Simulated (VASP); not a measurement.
**V: single point with PBE**

The system is V.

```
V
1.0
    -1.49887    1.49887    1.49887
     1.49887   -1.49887    1.49887
     1.49887    1.49887   -1.49887
V
1
Direct
  0.00000 0.00000 0.00000
```

```yaml
Program: VASP 6.6.1
Task: single point
Functional: PBE
Potentials_or_basis: VASP PAW PBE potentials, release 64 (V_sv)
Cutoff: 520 eV
k_mesh: 16 × 16 × 16
Occupations: fermi-dirac, width 0.05 eV
Spin: collinear spin, ferromagnetic start
Starting_moments: "[1.5] μB"
```

```yaml
Pressure: 0.3 GPa
Net_moment: 0.00 μB per cell
Valence_electrons_inside_the_program's_atomic_spheres: V 11.65
```

Levels at points of the mesh, in eV from the Fermi level:
Spin up:
```tsv
k point	band 4	band 5	band 6	band 7	band 8	band 9
(0.00, 0.00, 0.00)	-37.03	-6.59	0.41	0.41	0.41	2.42
(0.50, 0.00, 0.00)	-37.03	-3.17	-1.13	1.64	2.42	2.78
(0.50, 0.50, 0.50)	-37.64	-2.99	-2.99	3.72	3.72	3.72
```
Spin down:
```
           k point  band 4  band 5  band 6  band 7  band 8  band 9
(0.00, 0.00, 0.00)  -37.03   -6.59    0.41    0.41    0.41    2.42
(0.50, 0.00, 0.00)  -37.03   -3.17   -1.13    1.64    2.42    2.78
(0.50, 0.50, 0.50)  -37.64   -2.99   -2.99    3.72    3.72    3.72
```

Wall time 110 s on 1 thread of Intel Xeon 8259CL, with other jobs on the host, peak memory 0.17 GiB.

Caveat: the moments typed at the start vanished in this run.
